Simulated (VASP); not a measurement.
Input of a VASP 6.6.1 run:

The input INCAR:

```
SYSTEM = SnTe
  PREC = Accurate
  ENCUT = 520
  EDIFF = 1E-6
  ISMEAR = -1
  SIGMA = 0.05
  LREAL = .False.
  LASPH = .True.
  NELM = 100
  ALGO = Normal
  ISIF = 2
  LWAVE = .False.
  LCHARG = .False.
  GGA = PS
  IVDW = 12
  NBANDS = 17
```

File KPOINTS:

```
Automatic mesh
0
Gamma
  7 7 7
  0 0 0
```

File POSCAR:

```
SnTe
1.0
    0.0000000000      3.1508500000      3.1508500000
    3.1508500000      0.0000000000      3.1508500000
    3.1508500000      3.1508500000      0.0000000000
Te Sn
1 1
Direct
    0.5000000000      0.5000000000      0.5000000000
    0.0000000000      0.0000000000      0.0000000000
```

Potentials or basis: VASP PAW PBE potentials, release 64 (Te, Sn_d).

The run is started by

```bash
$ cat potpaw_PBE.64/Te/POTCAR potpaw_PBE.64/Sn_d/POTCAR > POTCAR
$ mpirun -np 1 vasp_std > vasp.out
```

Question: Predict the dispersion energy per atom.

Answer: -0.389 eV.

Question: What does it give for the pressure?

Answer: -2.4 GPa.

Caveat: the PAW data sets were made with another functional, which shifts forces and pressure a little.
